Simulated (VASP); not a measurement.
Input of a VASP 6.6.1 run:

INCAR

```
SYSTEM = ZnCu
ALGO     = Normal         ! electronic algorithm
EDIFF    = 1E-6           ! SCF threshold, eV
ENCUT    = 600            ! plane-wave cutoff, eV
GGA      = PE             ! functional
GGA_COMPAT= .FALSE.      
ISIF     = 2              ! what is computed and relaxed
ISMEAR   = 1              ! smearing method
LASPH    = .TRUE.         ! aspherical terms in the spheres
LCHARG   = .TRUE.         ! write CHGCAR
LELF     = .TRUE.         ! ELF
LREAL    = .FALSE.        ! projectors in reciprocal space
LVHAR    = .TRUE.       
LWAVE    = .FALSE.        ! write WAVECAR
NBANDS   = 18             ! bands
NELM     = 120            ! most SCF steps
PREC     = Accurate       ! precision mode
SIGMA    = 0.013          ! smearing width, eV
```

File KPOINTS:

```
k-points
0
G
  6 6 6
  0 0 0
```

Contents of POSCAR:

```
ZnCu
1.0
    2.9205539200      0.0000000000      0.0000000000
    0.0000000000      2.9205539200      0.0000000000
    0.0000000000      0.0000000000      2.9205539200
Zn Cu
1 1
Direct
    0.5000000000      0.5000000000      0.5000000000
    0.0000000000      0.0000000000      0.0000000000
```

Potentials or basis: VASP PAW PBE potentials, release 64 (Zn, Cu).

The run is started by

```console
$ cat potpaw_PBE.64/Zn/POTCAR potpaw_PBE.64/Cu/POTCAR > POTCAR
$ mpirun -np 1 vasp_std > vasp.out
```

Estimate the pressure.

7.2 GPa.
